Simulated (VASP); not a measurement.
**Be5GeN2: single point with PBE**

The system is Be5GeN2.

```xyz
8
Lattice="2.6837 0.0000 0.0000 -1.3418 2.3241 0.0000 0.0000 0.0000 11.8544" Properties=species:S:1:pos:R:3 pbc="T T T"
Be    0.0000    0.0000   -0.0848
Be    0.0000    1.5494    2.0967
Be    0.0000    0.0000    3.6655
Be    1.3418    0.7747    8.2025
Be    0.0000    1.5494    9.7818
Ge    0.0000    1.5494    5.9430
N     1.3418    0.7747    2.8670
N     0.0000    0.0000    9.0187
```

* Program: VASP 6.6.1
* Task: single point
* Functional: PBE
* Potentials or basis: VASP PAW PBE potentials, release 64 (Be, Ge_d, N)
* Cutoff: 520 eV
* k mesh: 6 × 6 × 2
* Occupations: gaussian, width 0.1 eV
* Spin: no spin polarisation
* Dipole correction: no
* Further INCAR settings: ALGO = Normal; EDIFF = 1e-06; NBANDS = 27

The pressure is 0.4 GPa, the largest force is 0.043 eV/Å and the band gap on the k mesh is zero (bands 17 and 18 overlap by 0.32 eV).

Forces on the atoms (eV/Å):
```
Be   0.000  0.000 -0.009
Be   0.000  0.000 -0.036
Be   0.000  0.000  0.035
Be   0.000  0.000 -0.043
Be   0.000  0.000  0.039
Ge   0.000  0.000  0.004
N    0.000  0.000  0.012
N    0.000  0.000 -0.002
```

Stress tensor (GPa, compression positive):
```
0.48 0.00 0.00
0.00 0.48 0.00
0.00 0.00 0.25
```

Levels at points of the mesh, in eV from the Fermi level:
| k point | band 15 | band 16 | band 17 | band 18 | band 19 | band 20 |
| --- | --- | --- | --- | --- | --- | --- |
| (0.00, 0.00, 0.00) | -1.85 | -1.85 | -0.74 | 2.26 | 6.46 | 7.73 |
| (0.50, 0.00, 0.00) | -4.16 | -2.64 | -0.91 | 0.50 | 1.65 | 2.26 |
| (0.00, 0.00, 0.50) | -1.98 | -1.85 | -1.85 | 3.18 | 5.70 | 7.75 |
| (0.50, 0.00, 0.50) | -4.16 | -2.59 | -0.52 | -0.18 | 1.32 | 2.73 |

Run time: 30 s on 1 thread of Intel(R) Xeon(R) Platinum 8259CL CPU @ 2.50GHz (Skylake/Cascade Lake) (shared host), peak memory 0.19 GiB.

Caveat: the k points lie up to 0.45 Å⁻¹ apart.
